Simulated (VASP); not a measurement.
# FeSi (P2_13) in VASP: further runs, part 2 of 2

VASP 6.6.1.

### 3 Relaxation of the atoms, PBEsol (8.54 Å³/atom)

This run uses another cell than the first one, of 8.54 Å³/atom.

File INCAR:

```
PREC = Accurate
ENCUT = 520
EDIFF = 1E-6
ISMEAR = 0
SIGMA = 0.05
LREAL = False
LASPH = True
NELM = 60
ALGO = Normal
ISIF = 2
LWAVE = False
LCHARG = False
GGA = PS
IBRION = 2
NSW = 60
EDIFFG = -0.01
```

File KPOINTS:

```
Automatic mesh
0
Gamma
  8 8 8
```

File POSCAR:

```
FeSi
1.0
    4.0878819429      0.0000000000      0.0000000000
    0.0000000000      4.0878819429      0.0000000000
    0.0000000000      0.0000000000      4.0878819429
Fe Si
4 4
Direct
    0.1421896900      0.1421896900      0.1421896900
    0.3578103100      0.8578103100      0.6421896900
    0.6421896900      0.3578103100      0.8578103100
    0.8578103100      0.6421896900      0.3578103100
    0.8434529107      0.8434529107      0.8434529107
    0.6565470893      0.1565470893      0.3434529107
    0.3434529107      0.6565470893      0.1565470893
    0.1565470893      0.3434529107      0.6565470893
```

Potentials or basis: VASP PAW PBE potentials, release 64 (Fe, Si).

On the command line:

```sh
$ cat potpaw_PBE.64/Fe/POTCAR potpaw_PBE.64/Si/POTCAR > POTCAR
$ mpirun -np 1 vasp_std > vasp.out
```

OUTCAR:

```text
PREC = Accurate
   ENCUT = 520
   EDIFF = 1E-6
   ISMEAR = 0
   LREAL = False
   LASPH = True
   NELM = 60
   ISIF = 2
   GGA = PS
   IBRION = 2
   NSW = 60
   EDIFFG = -0.01

 ion  position               nearest neighbor table
   1  0.142  0.142  0.142-   5 2.12   6 2.15   7 2.15   8 2.15   8 2.26   7 2.26   6 2.26   3 2.51
                             4 2.51   2 2.51   2 2.51   4 2.51   3 2.51
   2  0.358  0.858  0.642-   6 2.12   5 2.15   7 2.15   8 2.15   7 2.26   8 2.26   5 2.26   1 2.51
                             1 2.51   3 2.51   3 2.51   4 2.51   4 2.51
   3  0.642  0.358  0.858-   7 2.12   6 2.15   5 2.15   8 2.15   6 2.26   8 2.26   5 2.26   1 2.51
                             4 2.51   2 2.51   2 2.51   4 2.51   1 2.51
   4  0.858  0.642  0.358-   8 2.12   6 2.15   7 2.15   5 2.15   5 2.26   6 2.26   7 2.26   1 2.51
                             3 2.51   2 2.51   1 2.51   2 2.51   3 2.51
   5  0.843  0.843  0.843-   1 2.12   2 2.15   3 2.15   4 2.15   4 2.26   3 2.26   2 2.26   6 2.53
                             7 2.53   8 2.53   6 2.53   8 2.53   7 2.53
   6  0.657  0.157  0.343-   2 2.12   1 2.15   3 2.15   4 2.15   3 2.26   4 2.26   1 2.26   8 2.53
                             5 2.53   5 2.53   7 2.53   7 2.53   8 2.53
   7  0.343  0.657  0.157-   3 2.12   2 2.15   1 2.15   4 2.15   2 2.26   4 2.26   1 2.26   8 2.53
                             5 2.53   8 2.53   6 2.53   6 2.53   5 2.53
   8  0.157  0.343  0.657-   4 2.12   2 2.15   3 2.15   1 2.15   1 2.26   2 2.26   3 2.26   7 2.53
                             5 2.53   7 2.53   5 2.53   6 2.53   6 2.53

  LATTYP: Found a simple cubic cell.
 ALAT       =     4.0878819429

  Lattice vectors:

 A1 = (   4.0878819429,   0.0000000000,   0.0000000000)
 A2 = (   0.0000000000,   4.0878819429,   0.0000000000)
 A3 = (   0.0000000000,   0.0000000000,   4.0878819429)

Analysis of symmetry for initial positions (statically):
=====================================================================
 Subroutine PRICEL returns:
 Original cell was already a primitive cell.

 Routine SETGRP: Setting up the symmetry group for a
 simple cubic supercell.

 Subroutine GETGRP returns: Found 12 space group operations
 (whereof  3 operations were pure point group operations)
 out of a pool of 48 trial point group operations.

The static configuration has the point symmetry C_3 .
 The point group associated with its full space group is T   .

Analysis of symmetry for dynamics (positions and initial velocities):
=====================================================================
 Subroutine PRICEL returns:
 Original cell was already a primitive cell.

 Routine SETGRP: Setting up the symmetry group for a
 simple cubic supercell.

 Subroutine GETGRP returns: Found 12 space group operations
 (whereof  3 operations were pure point group operations)
 out of a pool of 48 trial point group operations.

The dynamic configuration has the point symmetry C_3 .
 The point group associated with its full space group is T   .

 Subroutine INISYM returns: Found 12 space group operations
 (whereof  3 operations are pure point group operations),
 and found     1 'primitive' translations

----------------------------------------------------------------------------------------

                                     Primitive cell

  volume of cell :      68.3117

  direct lattice vectors                    reciprocal lattice vectors
[... 78 lines left out ...]
  0.250000  0.125000  0.125000     24.000000
  0.375000  0.125000  0.125000     24.000000
 [... further k-points ...]
   k-points           NKPTS =     45   k-points in BZ     NKDIM =     45   number of bands    NBANDS=     29
   number of dos      NEDOS =    301   number of ions     NIONS =      8
   total plane-waves  NPLWV =  27000
   dimension x,y,z NGX =    30 NGY =   30 NGZ =   30
   dimension x,y,z NGXF=    60 NGYF=   60 NGZF=   60
   ions per type =               4   4
   NGX,Y,Z   is equivalent  to a cutoff of  12.20, 12.20, 12.20 a.u.
   NGXF,Y,Z  is equivalent  to a cutoff of  24.40, 24.40, 24.40 a.u.
 SYSTEM =  unknown system
   PREC   = accura    normal or accurate (medium, high low for compatibility)
   ISTART =      0    job   : 0-new  1-cont  2-samecut
   ICHARG =      2    charge: 1-file 2-atom 10-const
   ISPIN  =      1    spin polarized calculation?
   LNONCOLLINEAR =      F non collinear calculations
   LSORBIT =      F    spin-orbit coupling
   LASPH  =      T    aspherical Exc in radial PAW
   ENCUT  =  520.0 eV  38.22 Ry    6.18 a.u.   7.60  7.60  7.60*2*pi/ulx,y,z
   NELM   =     60;   NELMIN=  2; NELMDL= -5     # of ELM steps
   EDIFF  = 0.1E-05   stopping-criterion for ELM
   LREAL  =      F    real-space projection
   EDIFFG = -.1E-01   stopping-criterion for IOM
   NSW    =     60    number of steps for IOM
   IBRION =      2    ionic relax: 0-MD 1-quasi-New 2-CG
   NFREE  =      1    steps in history (QN), initial steepest desc. (CG)
   ISIF   =      2    stress and relaxation
   ISYM   =      2    0-nonsym 1-usesym 2-fastsym
   POTIM  = 0.5000    time-step for ionic-motion
   TEBEG  =    0.0;   TEEND  =   0.0 temperature during run
   PSTRESS=    0.0 pullay stress
   NELECT =      48.0000    total number of electrons
   NUPDOWN=      -1.0000    fix difference up-down
   EMIN   =  10.00;   EMAX   =-10.00  energy-range for DOS
   EFERMI =   0.00;   METHOD = LEGACY
   ISMEAR =     0;   SIGMA  =   0.05  broadening in eV -4-tet -1-fermi 0-gaus
   EFERMI_NEDOS =   21; number of points for ismear=-14 and -15
   IALGO  =     38    algorithm
   IMIX   =      4    mixing-type and parameters
     AMIX     =   0.40;   BMIX     =  1.00
     AMIX_MAG =   1.60;   BMIX_MAG =  1.00
  volume/ion in A,a.u.               =       8.54        57.62
  Fermi-wavevector in a.u.,A,eV,Ry     =   1.455426  2.750357 28.820756  2.118266
  Thomas-Fermi vector in A             =   2.572462
   LORBIT       =      0    0 simple, 1 ext, 2 COOP (PROOUT), +10 PAW based schemes
   GGA     = PS    functional components
   LHFCALC =     F    Hartree Fock is set to
   AEXX    =    0.0000 exact exchange contribution
   IVDW    =     0    specifies the selected vdW correction
   LEPSILON=     F    determine dielectric tensor
   LRPA    =     F    only Hartree local field effects (RPA)
 conjugate gradient relaxation of ions
 non-spin polarized calculation
 Gauss-broadening in eV      SIGMA  =   0.05
  energy-cutoff  :      520.00
  volume of cell :       68.31
 maximum number of plane-waves:      1856
   NGX = 15   NGY = 15   NGZ = 15

--------------------------------------- Ionic step        1  -------------------------------------------

 number of electron      48.0000050 magnetization

 Free energy of the ion-electron system (eV)
  ---------------------------------------------------
  ext. energy  EPLUGINS =         0.00000000
  ---------------------------------------------------
  free energy    TOTEN  =       -59.84898084 eV

  energy without entropy =      -59.84840403  energy(sigma->0) =      -59.84869244

------------------------ aborting loop because EDIFF is reached ----------------------------------------

  FORCE on cell =-STRESS in cart. coord.  units (eV):
  Direction    XX          YY          ZZ          XY          YZ          ZX
  --------------------------------------------------------------------------------------
  -------------------------------------------------------------------------------------
  Total       38.7999897     38.7999897     38.7999897      0.0000000     -0.0000000     -0.0000000
  in kB      910.0120801    910.0120801    910.0120801      0.0000000     -0.0000000     -0.0000000
  external PRESSURE =     910.0120801 kB  Pullay stress =       0.0000000 kB
[... 71 lines left out ...]
--------------------------------------- Ionic step        3  -------------------------------------------

 number of electron      48.0000041 magnetization

 Free energy of the ion-electron system (eV)
  ---------------------------------------------------
  ext. energy  EPLUGINS =         0.00000000
  ---------------------------------------------------
  free energy    TOTEN  =       -59.85405569 eV

  energy without entropy =      -59.85325548  energy(sigma->0) =      -59.85365558

 E-fermi :  13.3285     XC(G=0): -14.2103

 val. band max:       13.2683327697   @ k =   0.5000   0.0000   0.0000
 cond. band min:      13.3962776425   @ k =   0.3750   0.1250   0.1250
 fundamental gap:      0.1279448728
 Fermi energy:        13.3284885635

 k-point     1 :       0.0000    0.0000    0.0000
  band No.  band energies     occupation
      1      -2.1114      2.00000
      2       4.0633      2.00000
      3       4.0633      2.00000
      4       4.0633      2.00000
      5       7.0379      2.00000
      6       7.0379      2.00000
[... 757 lines left out ...]
     28      16.3587      0.00000
     29      16.8363      0.00000

 [... further k-points ...]
[... 5 lines left out ...]
  --------------------------------------------------------------------------------------
  -------------------------------------------------------------------------------------
  Total       38.6550222     38.6550222     38.6550222      0.0000000     -0.0000000     -0.0000000
  in kB      906.6120242    906.6120242    906.6120242      0.0000000     -0.0000000     -0.0000000
  external PRESSURE =     906.6120242 kB  Pullay stress =       0.0000000 kB
[... 23 lines left out ...]
  FREE ENERGIE OF THE ION-ELECTRON SYSTEM (eV)
  ---------------------------------------------------
  free  energy   TOTEN  =       -59.8540556851 eV

  energy  without entropy=      -59.8532554816  energy(sigma->0) =      -59.85365558

 reached required accuracy - stopping structural energy minimisation
```

It took 3.5 min on 1 thread of Oxide Virtual Turin-like, shared host; peak memory 0.18 GiB.

Results:

| Item | Value |
| --- | --- |
| Free energy | -59.8541 eV |
| Energy gained by relaxing | 0.6 meV/atom |
| Ionic steps | 3 |
| Pressure after relaxing | 90.7 GPa |
| Largest force after relaxing | 0.003 eV/Å |
| Band gap on the k mesh | 0.13 eV (least direct gap 0.17 eV) |

Forces on the atoms (eV/Å):
```
Fe  -0.001 -0.001 -0.001
Fe   0.001  0.001 -0.001
Fe  -0.001  0.001  0.001
Fe   0.001 -0.001  0.001
Si   0.002  0.002  0.002
Si  -0.002 -0.002  0.002
Si   0.002 -0.002 -0.002
Si  -0.002  0.002 -0.002
```

The path:
| step | energy change (eV) | largest force (eV/Å) | pressure (GPa) |
| --- | --- | --- | --- |
| 1 | 0.0000 | 0.2514 | 91.00 |
| 2 | -0.0044 | 0.0925 | 90.46 |
| 3 | -0.0051 | 0.0032 | 90.66 |

Final structure:
```xyz
8
Lattice="4.0879 0.0000 0.0000 0.0000 4.0879 0.0000 0.0000 0.0000 4.0879" Properties=species:S:1:pos:R:3 pbc="T T T"
Fe    0.5864    0.5864    0.5864
Fe    1.4575    3.5015    2.6304
Fe    2.6304    1.4575    3.5015
Fe    3.5015    2.6304    1.4575
Si    3.4498    3.4498    3.4498
Si    2.6821    0.6381    1.4058
Si    1.4058    2.6821    0.6381
Si    0.6381    1.4058    2.6821
```

Caveat: the PAW data sets were made with another functional, which shifts forces and pressure a little.
